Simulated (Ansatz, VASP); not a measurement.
## One calculation of NaAl2O3, two programs

```
CELL_PARAMETERS angstrom
-1.86143 1.86143 5.03536
1.86143 -1.86143 5.03536
1.86143 1.86143 -5.03536
ATOMIC_POSITIONS crystal
Na 0.50000 0.50000 0.00000
Al 0.82167 0.82167 0.00000
Al 0.17833 0.17833 0.00000
O 0.25000 0.75000 0.50000
O 0.75000 0.25000 0.50000
O 0.00000 0.00000 0.00000
```

Alike in both runs: task relaxation of cell and atoms; functional PBE; k mesh 12 × 12 × 12; occupations gaussian, width 0.1 eV; no spin polarisation.

|  | VASP | Ansatz |
| --- | --- | --- |
| version | VASP 6.6.1 | Ansatz 0.2.0 |
| potentials or method | VASP PAW PBE potentials, release 64 (Na_pv, Al, O), cutoff 600 eV | scalar-relativistic, plane waves, PAW |
| valence electrons in the cell | 31 | 33 |

VASP gave:

```
gap on the k mesh at the Fermi level, each at its own relaxed structure (eV) : none
relaxed volume (Å³/atom)                                                     : 11.62
relaxed length of the cell vector where the two differ most in proportion (Å)              : 5.702
```

Task: Estimate Ansatz's values.

Result: gap on the k mesh at the Fermi level, each at its own relaxed structure (eV): none; relaxed volume (Å³/atom): 11.64; relaxed length of the cell vector where the two differ most in proportion (Å): 5.705.

A gap of «none» marks a metal or a gap that the smearing closes. VASP's potentials hold 31 valence electrons a cell and Ansatz's 33, so a difference there can come from the potentials and not from the codes.
